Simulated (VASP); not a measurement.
A run of VASP 6.6.1 is set up as follows.

The input INCAR:

```
PREC     = Accurate       # precision mode
ENCUT    = 500            # plane-wave cutoff, eV
EDIFF    = 1E-6           # SCF threshold, eV
ISMEAR   = 0              # smearing method
SIGMA    = 0.05           # smearing width, eV
LREAL    = F              # projectors in reciprocal space
LASPH    = T              # aspherical terms in the spheres
NELM     = 120            # most SCF steps
ALGO     = Normal         # electronic algorithm
ISIF     = 2              # what is computed and relaxed
LWAVE    = F              # write WAVECAR
LCHARG   = T              # write CHGCAR
LELF     = T              # ELF
LVHAR    = T            
NBANDS   = 12             # bands
GGA_COMPAT= F
```

Contents of KPOINTS:

```
regular mesh
0
Gamma
  7 7 7
```

Contents of POSCAR:

```
Ag
1.0
    0.0000000000      1.9990923642      1.9990923642
    1.9990923642      0.0000000000      1.9990923642
    1.9990923642      1.9990923642      0.0000000000
Ag
1
Direct
    0.0000000000      0.0000000000      0.0000000000
```

Potentials or basis: VASP PAW LDA potentials, release 64 (Ag).

Run with:

```sh
$ cat potpaw_LDA.64/Ag/POTCAR > POTCAR
$ mpirun -np 1 vasp_std > vasp.out
```

Q: Estimate the pressure.

A: 0.1 GPa.

Caveat: the k points lie up to 0.39 Å⁻¹ apart.
